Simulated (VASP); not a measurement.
# Si12BO24 (a cell with a defect) in VASP: single point with PBE

Aim: the single point of Si12BO24 (a cell with a defect) with PBE.

Everything below comes from runs of VASP 6.6.1. Logs are shortened: lines on timing, memory, paths and dates and some standing lists are left out, and cuts for length are marked.

### 1 The cell of the first run

The cell holds a defect, 37 atoms: a = 7.306 Å, b = 7.306 Å, c = 9.829 Å, α = 70.35°, β = 70.35°, γ = 71.26°.

### 2 Single point, PBE, collinear spin

Input file INCAR:

```
  PREC = Accurate
  ENCUT = 520
  EDIFF = 1E-6
  ISMEAR = 0
  SIGMA = 0.05
  LREAL = Auto
  LASPH = True
  NELM = 150
  ALGO = Normal
  ISIF = 2
  LWAVE = False
  LCHARG = False
  ISPIN = 2
  MAGMOM = 0 0 0 0 0 0 0 0 0 0 0 0 0 0 0 0 0 0 0 0 0 0 0 0 0 0 0 0 0 0 0 0 0 0 0 0 1
  LORBIT = 11
  GGA = PE
  NBANDS = 126
  LUSENCCL = False
```

Input file KPOINTS:

```
Automatic mesh
0
Gamma
  2 2 1
```

Input file POSCAR:

```
Si12BO24
1.0
   -2.4571350000      4.2558830000      5.4058000000
    4.9142700000      0.0000000000      5.4058000000
    4.9142700000      8.5117650000      0.0000000000
Si O B
12 24 1
Direct
    0.1638503595      0.5789930654      0.8839407737
    0.3913184110      0.9291236917      0.0487010856
   -0.0089780176      0.0070300224      0.2846878340
    0.0978516352      0.5653940742      0.4439550325
    0.3861796493      0.9539815998      0.5378173511
   -0.0044128073      0.0229637294      0.7626300187
    0.6006981659      0.0672123174      0.2003457297
    0.8660757606      0.4346997157      0.3170102812
    0.4692291459      0.5169131687      0.5390702542
    0.5786724884      0.0798527179      0.7149746002
    0.9213128986      0.4417409331      0.7690792775
    0.5245949848      0.5139399564      0.0019373881
    0.3790393380      0.4842773700      0.9182152124
    1.0060379833      0.4759417531      0.0288298075
    0.9012464928      0.1888582798      0.3672460325
    0.1820881860      0.0442359670      0.1419444175
    0.5776545952      0.9556319399      0.0910911143
    0.5706487378      0.3057428644      0.1268624114
    0.3259479646      0.4745836363      0.4620213508
    0.9268219168      0.4953132051      0.5945974969
    0.9308852630      0.2033623597      0.8442003354
    0.1635488037      0.0780908326      0.6063331341
    0.5551562163      0.9901073991      0.5928413204
    0.5342209311      0.3207780491      0.6664165964
    0.8237993201      0.9755862419      0.2248259264
    0.4322273718      0.0273369429      0.3578344048
    0.3802611049      0.7179934055      0.6006062535
    0.6745678689      0.5569756816      0.4187839415
    0.0683852052      0.4899227370      0.3166742413
    0.0604427748      0.8064909209      0.4077036140
    0.8057743217      0.9891843048      0.7321803856
    0.4131582042      0.0236835330      0.8710660394
    0.3974806312      0.6935615429      0.0841017326
    0.7166743208      0.5651192813      0.8611106642
    0.1229242283      0.5044434566      0.7600381902
    0.0935962293      0.8172789949      0.8702691613
    0.8264664159      0.5198092085      0.1175263890
```

Potentials or basis: VASP PAW PBE potentials, release 64 (Si, O, B).

Launch:

```
$ cat potpaw_PBE.64/Si/POTCAR potpaw_PBE.64/O/POTCAR potpaw_PBE.64/B/POTCAR > POTCAR
$ mpirun -np 1 vasp_std > vasp.out
```

OUTCAR:

```text
PREC = Accurate
   ENCUT = 520
   EDIFF = 1E-6
   ISMEAR = 0
   LREAL = Auto
   LASPH = True
   NELM = 150
   ISIF = 2
   ISPIN = 2
   LORBIT = 11
   GGA = PE

 ion  position               nearest neighbor table
   1  0.164  0.579  0.884-  13 1.60  36 1.62  14 1.63  35 1.63  11 2.94   6 3.05  12 3.07
   2  0.391  0.929  0.049-  32 1.62  16 1.62  33 1.63  17 1.63  12 3.02   7 3.02  10 3.06   3 3.08

   3  0.991  0.007  0.285-  30 1.62  25 1.63  15 1.63  16 1.63   4 3.05   8 3.06   2 3.08   7 3.09

   4  0.098  0.565  0.444-  29 1.62  30 1.62  19 1.63  20 1.63   8 2.93  11 2.95   9 3.04   3 3.05
[... 37 lines left out ...]
  36  0.094  0.817  0.870-   1 1.62   6 1.62
  37  0.826  0.520  0.118-  14 1.32   8 1.94

  LATTYP: Found a base centered monoclinic cell.
 ALAT       =    11.8760577246
 B/A-ratio  =     0.7167164129
 C/A-ratio  =     0.8275927879
 COS(beta)  =    -0.4137964304

  Lattice vectors:

 A1 = (   2.4571350000,  -4.2558830000,  -5.4058000000)
 A2 = (  -4.9142700000,   0.0000000000,  -5.4058000000)
 A3 = (   4.9142700000,   8.5117650000,   0.0000000000)

Analysis of symmetry for initial positions (statically):
=====================================================================
 Subroutine PRICEL returns:
 Original cell was already a primitive cell.

 Routine SETGRP: Setting up the symmetry group for a
 base centered monoclinic supercell.

 Subroutine GETGRP returns: Found  1 space group operations
 (whereof  1 operations were pure point group operations)
 out of a pool of  4 trial point group operations.

The static configuration has the point symmetry C_1 .

Analysis of symmetry for dynamics (positions and initial velocities):
=====================================================================
 Subroutine PRICEL returns:
 Original cell was already a primitive cell.

 Routine SETGRP: Setting up the symmetry group for a
 base centered monoclinic supercell.

 Subroutine GETGRP returns: Found  1 space group operations
 (whereof  1 operations were pure point group operations)
 out of a pool of  4 trial point group operations.

The dynamic configuration has the point symmetry C_1 .

Analysis of structural, dynamic, and magnetic symmetry:
=====================================================================
 Subroutine PRICEL returns:
 Original cell was already a primitive cell.
[... 213 lines left out ...]

 number of electron     194.9999995 magnetization       1.0000000

 Free energy of the ion-electron system (eV)
  ---------------------------------------------------
  ext. energy  EPLUGINS =         0.00000000
  ---------------------------------------------------
  free energy    TOTEN  =      -285.84088492 eV

  energy without entropy =     -285.84088492  energy(sigma->0) =     -285.84088492

 E-fermi :   5.2886     XC(G=0):  -9.4000

 val. band max:        4.9914122557   @ k =   0.5000   0.5000   0.0000
 cond. band min:       6.4635565786   @ k =   0.0000   0.0000   0.0000
 fundamental gap:      1.4721443230
 Fermi energy:         5.2885712055

 spin component 1

 k-point     1 :       0.0000    0.0000    0.0000
  band No.  band energies     occupation
      1     -18.1633      1.00000
      2     -17.7108      1.00000
      3     -17.5300      1.00000
      4     -17.4176      1.00000
      5     -17.2196      1.00000
      6     -17.0914      1.00000
[... 437 lines left out ...]
    108      10.5184      0.00000
    109      10.5459      0.00000
 Fermi energy:         5.2885712055

 spin component 2

 k-point     1 :       0.0000    0.0000    0.0000
  band No.  band energies     occupation
      1     -18.1383      1.00000
      2     -17.6731      1.00000
      3     -17.5162      1.00000
      4     -17.4116      1.00000
      5     -17.1774      1.00000
      6     -17.0869      1.00000
[... 437 lines left out ...]
    108      10.5482      0.00000
    109      10.5806      0.00000
 [bands above 109 left out]

------------------------ aborting loop because EDIFF is reached ----------------------------------------

  FORCE on cell =-STRESS in cart. coord.  units (eV):
  Direction    XX          YY          ZZ          XY          YZ          ZX
  --------------------------------------------------------------------------------------
  -------------------------------------------------------------------------------------
  Total       12.9464679     16.3727579     13.5656444      3.5425013     -5.5104805     -3.4251275
  in kB       45.8662529     58.0047822     48.0598478     12.5502384    -19.5223202    -12.1344112
  external PRESSURE =      50.6436276 kB  Pullay stress =       0.0000000 kB

 VOLUME and BASIS-vectors are now :
 -----------------------------------------------------------------------------
  energy-cutoff  :      520.00
  volume of cell :      452.24
      direct lattice vectors                 reciprocal lattice vectors
    -2.457135000  4.255883000  5.405800000    -0.101744508  0.058742222  0.092493245
     4.914270000  0.000000000  5.405800000     0.101744508 -0.058742222  0.092493251
     4.914270000  8.511765000  0.000000000     0.050872260  0.088113332 -0.046246628

 POSITION                                       TOTAL-FORCE (eV/Angst)
 -----------------------------------------------------------------------------------
      6.78665      8.22122      4.01566        -0.022341      0.037944     -0.019192
      3.84377      2.07994      7.13805         0.022118     -0.017319     -0.003057
     -1.00149      6.64087      5.39527         0.006952      0.013452      0.004775
      4.71978      4.19529      3.58537        -0.005964      0.016298      0.019470
      6.38221      6.22131      7.24464        -0.005354     -0.023599      0.005702
      1.41433     10.72843      5.50608         0.009604      0.006523     -0.022522
[... 29 lines left out ...]
      8.06309      7.80586      4.92401        -0.003110     -0.005760      0.005330
      1.10130      4.51770      7.27770         0.091811      0.024603     -0.082166
 -----------------------------------------------------------------------------------
    total drift:                                0.021059      0.001742     -0.005850

  FREE ENERGIE OF THE ION-ELECTRON SYSTEM (eV)
  ---------------------------------------------------
  free  energy   TOTEN  =      -285.8408849214 eV

  energy  without entropy=     -285.8408849214  energy(sigma->0) =     -285.84088492

 total charge

# of ion       s       p       d       tot
------------------------------------------
    1        0.648   0.997   0.000   1.645
    2        0.645   0.989   0.000   1.633
    3        0.642   0.985   0.000   1.627
    4        0.649   0.990   0.000   1.638
    5        0.644   0.989   0.000   1.633
    6        0.646   0.989   0.000   1.635
[... 29 lines left out ...]
   36        1.552   3.688   0.000   5.240
   37        0.785   1.170   0.000   1.955
--------------------------------------------------
tot         45.841 101.460   0.000 147.301

 magnetization (x)

# of ion       s       p       d       tot
------------------------------------------
    1       -0.000   0.001   0.000   0.001
    2       -0.000   0.000   0.000  -0.000
    3       -0.000   0.000   0.000   0.000
    4        0.000   0.001   0.000   0.002
    5        0.000   0.000   0.000   0.000
    6        0.000  -0.000   0.000  -0.000
[... 29 lines left out ...]
   36        0.000   0.000   0.000   0.000
   37        0.075   0.254   0.000   0.329
--------------------------------------------------
tot          0.124   0.452   0.000   0.576
```

Wall time 2.3 min (1 × NVIDIA H100 80GB with 1 thread of AMD EPYC 7R13 (Zen 3), shared host); peak memory 1.7 GiB.

What came out:

```
Free energy                                           : -285.8409 eV
Pressure                                              : 5.1 GPa
Largest force                                         : 0.126 eV/Å
Band gap on the k mesh                                : 1.47 eV
Net moment                                            : 1.00 μB per cell
Site moments                                          : Si +0.00, -0.00, +0.07 (each value once); O +0.00, +0.07, +0.01, +0.02, -0.00, +0.03 (each value once); B +0.33 μB
Valence electrons inside the program's atomic spheres : Si 1.65, 1.63, 1.64, 1.68, 1.59 (each value once); O 5.24, 5.28, 5.21, 5.23, 5.22, 5.26, 5.25 (each value once); B 1.96
```

Forces on the atoms (eV/Å):
```
Si  -0.022  0.038 -0.019
Si   0.022 -0.017 -0.003
Si   0.007  0.013  0.005
Si  -0.006  0.016  0.019
Si  -0.005 -0.024  0.006
Si   0.010  0.007 -0.023
Si  -0.006 -0.002  0.010
Si  -0.040 -0.073  0.024
Si   0.028  0.027 -0.017
Si  -0.019  0.008  0.006
Si   0.021 -0.006  0.006
Si  -0.001  0.013 -0.013
O    0.006  0.014  0.013
O   -0.041 -0.006  0.055
O    0.016 -0.009  0.004
O   -0.003  0.008 -0.007
O    0.003 -0.005 -0.005
O   -0.009 -0.002 -0.004
O    0.006  0.004  0.000
O   -0.011 -0.010  0.000
O    0.005  0.005  0.001
O    0.006  0.004  0.000
O    0.009 -0.002 -0.004
O   -0.007 -0.012 -0.001
O    0.008  0.006  0.003
O   -0.010  0.006  0.003
O    0.000  0.001 -0.001
O   -0.029 -0.011  0.016
O   -0.004 -0.002  0.000
O   -0.011 -0.002 -0.007
O    0.012  0.003  0.004
O   -0.010  0.007  0.000
O    0.000 -0.004  0.002
O   -0.004  0.005  0.001
O   -0.007 -0.017  0.003
O   -0.003 -0.006  0.005
B    0.092  0.025 -0.082
```

Caveat: the k points lie up to 0.70 Å⁻¹ apart.
